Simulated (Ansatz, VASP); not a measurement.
Ga3Sb in VASP and in Ansatz

```xyz
4
Lattice="-2.2470 2.2470 4.1353 2.2470 -2.2470 4.1353 2.2470 2.2470 -4.1353" Properties=species:S:1:pos:R:3 pbc="T T T"
Ga    0.0000    2.2470    2.0677
Ga    2.2470    0.0000    2.0677
Ga    0.0000    0.0000    4.1353
Sb    0.0000    0.0000    0.0000
```

Alike in both runs: task single point; functional PBE; dispersion D3(BJ); k mesh 14 × 14 × 14; occupations gaussian, width 0.15 eV; no spin polarisation.

```csv
,VASP,Ansatz
version,VASP 6.6.1,Ansatz 0.2.0
potentials or method,"VASP PAW PBE potentials, release 64 (Ga_d, Sb), cutoff 520 eV","scalar-relativistic, plane waves, PAW"
valence electrons in the cell,44,54
```

|  | VASP | Ansatz | Ansatz less VASP |
| --- | --- | --- | --- |
| gap on the k mesh at the Fermi level (eV) | none | none | - |
| pressure (GPa) | 0.0 | 0.0 | +0.01 |

A gap of «none» marks a metal or a gap that the smearing closes. VASP's potentials hold 44 valence electrons a cell and Ansatz's 54, so a difference there can come from the potentials and not from the codes.

Neither program's run includes spin-orbit coupling.
